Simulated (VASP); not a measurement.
# Si62C (a cell with a defect) in VASP: further runs

Si62C (a cell with a defect) is run at these levels: PBE; tasks: single point, relaxation of the atoms.

All numbers are computed with VASP 6.6.1; they aren't measurements. Logs are shortened: lines on timing, memory, paths and dates and some standing lists are left out, and cuts for length are marked.

## (1) The cell of the first run

The cell holds a defect, 63 atoms: a = 10.860 Å, b = 10.860 Å, c = 10.860 Å, α = 90.00°, β = 90.00°, γ = 90.00°.

## (2) Single point, PBE

Contents of INCAR:

```
SYSTEM = Si62C
PREC = Accurate
ENCUT = 520
EDIFF = 1E-6
ISMEAR = -1
SIGMA = 0.05
LREAL = Auto
LASPH = .True.
NELM = 100
ALGO = Normal
ISIF = 2
LWAVE = .False.
LCHARG = .True.
GGA = PE
LELF = .True.
LVHAR = .True.
NELECT = 250.0
NBANDS = 163
```

Contents of KPOINTS:

```
Automatic mesh
0
Gamma
  1 1 1
  0 0 0
```

Contents of POSCAR:

```
Si62C
1.0
   10.8600000000      0.0000000000      0.0000000000
    0.0000000000     10.8600000000      0.0000000000
    0.0000000000      0.0000000000     10.8600000000
Si C
62 1
Direct
    0.5002232422     -0.0031607509      0.0002232422
    0.6240324962      0.1251734003      0.1240324962
    0.7511481633      0.2497205538     -0.0025002633
    0.8733032181      0.3766967819      0.1217281343
    0.7498053494     -0.0019797534      0.2498053494
    0.8726336105      0.1299424868      0.3726336105
    0.0099542614     -0.0004204667     -0.0075641340
    0.1240151794      0.1259848206      0.1237765720
    0.2504204667      0.2400457386     -0.0075641340
    0.3721455692      0.3704907898      0.1210367333
    0.5010015470      0.4966723861      0.0010015470
    0.6246432074      0.6253567926      0.1246432074
    0.7533276139      0.7489984530      0.0010015470
    0.8795092102      0.8778544308      0.1210367333
    0.2496417409      0.0003582591      0.2493955481
    0.3696245542      0.1234285544      0.3791263206
    0.4974997367      0.2497205538      0.2511481633
    0.6217281343      0.3766967819      0.3733032181
    0.7495180045      0.5004819955      0.2495180045
    0.8733032181      0.6282718657      0.3733032181
    0.4924358660     -0.0004204667      0.5099542614
    0.6237765720      0.1259848206      0.6240151794
    0.7465129767      0.2516392353      0.4983607647
    0.8726336105      0.3773663895      0.6200575132
    0.7493955481      0.0003582591      0.7496417409
    0.8791263206      0.1234285544      0.8696245542
    0.0002794462      0.4988518367     -0.0025002633
    0.1248265997      0.6259675038      0.1240324962
    0.2531607509      0.7497767578      0.0002232422
    0.3760591315      0.8739408685      0.1266349211
   -0.0016392353      0.2516392353      0.2465129767
    0.1200575132      0.3773663895      0.3726336105
    0.2519797534      0.5001946506      0.2498053494
    0.3721455692      0.6289632667      0.3795092102
    0.5010015470      0.7489984530      0.2533276139
    0.6210367333      0.8778544308      0.3795092102
   -0.0029010892      0.0065010861      0.4970989108
    0.2434989139      0.2529010892      0.4970989108
    0.3696245542      0.3708736794      0.6265714456
    0.4974997367      0.4988518367      0.5002794462
    0.6240324962      0.6259675038      0.6248265997
    0.7511481633      0.7525002633      0.5002794462
    0.8791263206      0.8803754458      0.6265714456
    0.3613965921      0.1001275387      0.8613965921
    0.4924358660      0.2400457386      0.7504204667
    0.6210367333      0.3704907898      0.8721455692
    0.7498053494      0.5001946506      0.7519797534
    0.8795092102      0.6289632667      0.8721455692
    0.0002794462      0.7525002633      0.2511481633
    0.1265714456      0.8803754458      0.3791263206
   -0.0016392353      0.5034870233      0.4983607647
    0.1240151794      0.6262234280      0.6240151794
    0.2504204667      0.7575641340      0.5099542614
    0.3613965921      0.8886034079      0.6498724613
   -0.0029010892      0.2529010892      0.7434989139
    0.1265714456      0.3708736794      0.8696245542
    0.2496417409      0.5006044519      0.7496417409
    0.3760591315      0.6233650789      0.8760591315
    0.5002232422      0.7497767578      0.7531607509
    0.6266349211      0.8739408685      0.8760591315
    0.0099542614      0.7575641340      0.7504204667
    0.1498724613      0.8886034079      0.8613965921
    0.2814199169     -0.0314199169      0.7814199169
```

Potentials or basis: VASP PAW PBE potentials, release 64 (Si, C).

The run is started by

```sh
> cat potpaw_PBE.64/Si/POTCAR potpaw_PBE.64/C/POTCAR > POTCAR
> mpirun -np 1 vasp_gam > vasp.out
```

OUTCAR:

```text
SYSTEM = Si62C
   PREC = Accurate
   ENCUT = 520
   EDIFF = 1E-6
   ISMEAR = -1
   LREAL = Auto
   LASPH = .True.
   NELM = 100
   ISIF = 2
   GGA = PE
   NELECT = 250.0

 ion  position               nearest neighbor table
   1  0.500  0.997  0.000-  60 2.34  30 2.34   2 2.36  44 2.41
   2  0.624  0.125  0.124-   1 2.36   3 2.37  17 2.37   5 2.37
   3  0.751  0.250  0.997-   4 2.34  46 2.36   2 2.37  26 2.40
   4  0.873  0.377  0.122-   3 2.34  27 2.34  31 2.35  19 2.35
   5  0.750  0.998  0.250-   6 2.37   2 2.37  14 2.38  36 2.38
   6  0.873  0.130  0.373-  37 2.33  23 2.34  31 2.34   5 2.37
[... 28 lines left out ...]
  35  0.501  0.749  0.253-  34 2.35  36 2.35  12 2.36  30 2.36
  36  0.621  0.878  0.380-  35 2.35  42 2.36   5 2.38  21 2.39
  37  0.997  0.007  0.497-   6 2.33  43 2.34  50 2.34
  38  0.243  0.253  0.497-  32 2.33  16 2.34  39 2.34
  39  0.370  0.371  0.627-  57 2.34  38 2.34  45 2.37  40 2.40
  40  0.497  0.499  0.500-  18 2.34  34 2.36  41 2.37  39 2.40
  41  0.624  0.626  0.625-  59 2.36  42 2.37  40 2.37  47 2.37
  42  0.751  0.753  0.500-  20 2.34  36 2.36  41 2.37  43 2.40
  43  0.879  0.880  0.627-  25 2.34  37 2.34  61 2.37  42 2.40
  44  0.361  0.100  0.861-  63 1.88  45 2.41   9 2.41   1 2.41
[... 8 lines left out ...]
  53  0.250  0.758  0.510-  52 2.34  50 2.37  34 2.39  54 2.41
  54  0.361  0.889  0.650-  63 1.88  53 2.41  21 2.41  59 2.41
  55  0.997  0.253  0.743-  24 2.33  26 2.34  56 2.34
  56  0.127  0.371  0.870-  57 2.34  55 2.34   9 2.37  27 2.40
  57  0.250  0.501  0.750-  39 2.34  56 2.34  58 2.36  52 2.36
  58  0.376  0.623  0.876-  29 2.34  59 2.34  57 2.36  11 2.36
  59  0.500  0.750  0.753-  58 2.34  60 2.34  41 2.36  54 2.41
  60  0.627  0.874  0.876-   1 2.34  59 2.34  25 2.36  13 2.36
  61  0.010  0.758  0.750-  52 2.34  43 2.37  48 2.39  62 2.41
  62  0.150  0.889  0.861-  63 1.88  61 2.41   7 2.41  29 2.41
  63  0.281  0.969  0.781-  44 1.88  54 1.88  62 1.88

  LATTYP: Found a simple cubic cell.
 ALAT       =    10.8600000000

  Lattice vectors:

 A1 = (  10.8600000000,   0.0000000000,   0.0000000000)
 A2 = (   0.0000000000,  10.8600000000,   0.0000000000)
 A3 = (   0.0000000000,   0.0000000000,  10.8600000000)

Analysis of symmetry for initial positions (statically):
=====================================================================
 Subroutine PRICEL returns:
 Original cell was already a primitive cell.

 Routine SETGRP: Setting up the symmetry group for a
 simple cubic supercell.

 Subroutine GETGRP returns: Found  6 space group operations
 (whereof  1 operations were pure point group operations)
 out of a pool of 48 trial point group operations.

The static configuration has the point symmetry C_1 .
 The point group associated with its full space group is C_3v.

Analysis of symmetry for dynamics (positions and initial velocities):
=====================================================================
 Subroutine PRICEL returns:
 Original cell was already a primitive cell.

 Routine SETGRP: Setting up the symmetry group for a
 simple cubic supercell.

 Subroutine GETGRP returns: Found  6 space group operations
 (whereof  1 operations were pure point group operations)
 out of a pool of 48 trial point group operations.

The dynamic configuration has the point symmetry C_1 .
 The point group associated with its full space group is C_3v.

 Subroutine INISYM returns: Found  6 space group operations
 (whereof  1 operations are pure point group operations),
 and found     1 'primitive' translations

----------------------------------------------------------------------------------------

                                     Primitive cell

  volume of cell :    1280.8241

  direct lattice vectors                    reciprocal lattice vectors
    10.860000000  0.000000000  0.000000000     0.092081031  0.000000000  0.000000000
     0.000000000 10.860000000  0.000000000     0.000000000  0.092081031  0.000000000
     0.000000000  0.000000000 10.860000000     0.000000000  0.000000000  0.092081031

  length of vectors
[... 46 lines left out ...]
   TEBEG  =    0.0;   TEEND  =   0.0 temperature during run
   PSTRESS=    0.0 pullay stress
   NELECT =     250.0000    total number of electrons
   NUPDOWN=      -1.0000    fix difference up-down
   EMIN   =  10.00;   EMAX   =-10.00  energy-range for DOS
   EFERMI =   0.00;   METHOD = LEGACY
   ISMEAR =    -1;   SIGMA  =   0.05  broadening in eV -4-tet -1-fermi 0-gaus
   EFERMI_NEDOS =   21; number of points for ismear=-14 and -15
   IALGO  =     38    algorithm
   IMIX   =      4    mixing-type and parameters
     AMIX     =   0.40;   BMIX     =  1.00
     AMIX_MAG =   1.60;   BMIX_MAG =  1.00
  volume/ion in A,a.u.               =      20.33       137.20
  Fermi-wavevector in a.u.,A,eV,Ry     =   0.949639  1.794557 12.269916  0.901813
  Thomas-Fermi vector in A             =   2.077940
   LORBIT       =      0    0 simple, 1 ext, 2 COOP (PROOUT), +10 PAW based schemes
   GGA     = PE    functional components
   LHFCALC =     F    Hartree Fock is set to
   AEXX    =    0.0000 exact exchange contribution
   IVDW    =     0    specifies the selected vdW correction
   LEPSILON=     F    determine dielectric tensor
   LRPA    =     F    only Hartree local field effects (RPA)
 non-spin polarized calculation
  energy-cutoff  :      520.00
  volume of cell :     1280.82
 maximum number of plane-waves:     17229
 NGX is ok and might be reduce to    84
   NGX = 41   NGY = 41   NGZ = 41

 number of electron     249.9999996 magnetization

 Free energy of the ion-electron system (eV)
  ---------------------------------------------------
  ext. energy  EPLUGINS =         0.00000000
  ---------------------------------------------------
  free energy    TOTEN  =      -347.10221311 eV

  energy without entropy =     -347.09780936  energy(sigma->0) =     -347.10001124

 E-fermi :   5.6534     XC(G=0):  -9.2690

 val. band max:        5.3293602742   @ k =   0.0000   0.0000   0.0000
 cond. band min:       5.9433907541   @ k =   0.0000   0.0000   0.0000
 fundamental gap:      0.6140304799
 Fermi energy:         5.6533984172

 k-point     1 :       0.0000    0.0000    0.0000
  band No.  band energies     occupation
      1      -6.7869      2.00000
      2      -6.0953      2.00000
      3      -5.2080      2.00000
      4      -5.2080      2.00000
      5      -5.1896      2.00000
      6      -5.1896      2.00000
[... 129 lines left out ...]
    136       6.8048      0.00000
    137       6.8048      0.00000
 [bands above 137 left out]

------------------------ aborting loop because EDIFF is reached ----------------------------------------

  FORCE on cell =-STRESS in cart. coord.  units (eV):
  Direction    XX          YY          ZZ          XY          YZ          ZX
  --------------------------------------------------------------------------------------
  -------------------------------------------------------------------------------------
  Total      -11.5010186    -11.5010186    -11.5010186     -3.4925096     -3.4925096      3.4925096
  in kB      -14.3865749    -14.3865749    -14.3865749     -4.3687654     -4.3687654      4.3687654
  external PRESSURE =     -14.3865749 kB  Pullay stress =       0.0000000 kB

 VOLUME and BASIS-vectors are now :
 -----------------------------------------------------------------------------
  energy-cutoff  :      520.00
  volume of cell :     1280.82
      direct lattice vectors                 reciprocal lattice vectors
    10.860000000  0.000000000  0.000000000     0.092081031  0.000000000  0.000000000
     0.000000000 10.860000000  0.000000000     0.000000000  0.092081031  0.000000000
     0.000000000  0.000000000 10.860000000     0.000000000  0.000000000  0.092081031

 POSITION                                       TOTAL-FORCE (eV/Angst)
 -----------------------------------------------------------------------------------
      5.43242     10.82567      0.00242         0.001925     -0.004331      0.001925
      6.77699      1.35938      1.34699        -0.001676     -0.004941     -0.001676
      8.15747      2.71197     10.83285         0.002678      0.006937      0.000437
      9.48407      4.09093      1.32197        -0.001006      0.001006      0.002542
      8.14289     10.83850      2.71289         0.000395      0.006284      0.000395
      9.47680      1.41118      4.04680        -0.005630     -0.007295     -0.005630
[... 55 lines left out ...]
      1.62761      9.65023      9.35477        -0.000207     -0.008926      0.008926
      3.05622     10.51878      8.48622        -0.008963      0.008963     -0.008963
 -----------------------------------------------------------------------------------
    total drift:                               -0.011346      0.011346     -0.011346

  FREE ENERGIE OF THE ION-ELECTRON SYSTEM (eV)
  ---------------------------------------------------
  free  energy   TOTEN  =      -347.1022131086 eV

  energy  without entropy=     -347.0978093627  energy(sigma->0) =     -347.10001124
```

It took 5.3 min on 1 thread of Intel Xeon Platinum 8375C at 2.90GHz (Ice Lake), shared host; peak memory 1 GiB.

What came out:

```
Free energy   : -347.1022 eV
Largest force : 0.016 eV/Å
```

Forces in eV/Å, atoms in the order of the input:
```
Si   0.002 -0.004  0.002
Si  -0.002 -0.005 -0.002
Si   0.003  0.007  0.000
Si  -0.001  0.001  0.003
Si   0.000  0.006  0.000
Si  -0.006 -0.007 -0.006
Si  -0.012  0.004  0.002
Si   0.004 -0.004  0.006
Si  -0.004  0.012  0.002
Si   0.007 -0.001  0.002
Si   0.001  0.001  0.001
Si   0.003 -0.003  0.003
Si  -0.001 -0.001  0.001
Si   0.001 -0.007  0.002
Si   0.001 -0.001 -0.005
Si   0.005 -0.006 -0.008
Si   0.000  0.007  0.003
Si   0.003  0.001 -0.001
Si  -0.003  0.003 -0.003
Si  -0.001 -0.003 -0.001
Si   0.002  0.004 -0.012
Si   0.006 -0.004  0.004
Si  -0.006  0.006 -0.006
Si  -0.006  0.006  0.007
Si  -0.005 -0.001  0.001
Si  -0.008 -0.006  0.005
Si  -0.007 -0.003  0.000
Si   0.005  0.002 -0.002
Si   0.004 -0.002  0.002
Si   0.000  0.000  0.005
Si  -0.006  0.006 -0.006
Si   0.007  0.006 -0.006
Si  -0.006  0.000  0.000
Si   0.007 -0.002  0.001
Si   0.001 -0.001 -0.001
Si   0.002 -0.007  0.001
Si   0.007  0.012  0.007
Si  -0.012 -0.007  0.007
Si   0.005  0.008  0.006
Si   0.000 -0.003 -0.007
Si  -0.002  0.002  0.005
Si   0.003  0.000 -0.007
Si  -0.008 -0.005  0.006
Si   0.009  0.000  0.009
Si   0.002  0.012 -0.004
Si   0.002 -0.001  0.007
Si   0.000  0.000 -0.006
Si   0.001 -0.002  0.007
Si  -0.007  0.000  0.003
Si   0.006 -0.005 -0.008
Si  -0.006  0.006 -0.006
Si   0.004 -0.006  0.004
Si  -0.004 -0.002 -0.012
Si   0.009 -0.009  0.000
Si   0.007 -0.007 -0.012
Si   0.006  0.008  0.005
Si   0.001  0.005  0.001
Si   0.000 -0.005  0.000
Si   0.002 -0.002  0.004
Si   0.005  0.000  0.000
Si  -0.012 -0.002 -0.004
Si   0.000 -0.009  0.009
C   -0.009  0.009 -0.009
```

Caveat: the k points lie up to 0.58 Å⁻¹ apart; the cell carries a net charge on a neutralising background, which shifts energy and pressure; the cell is charged against a uniform background, so pressure and absolute levels hang on convention.

(Part 1 of 2 ends here.)
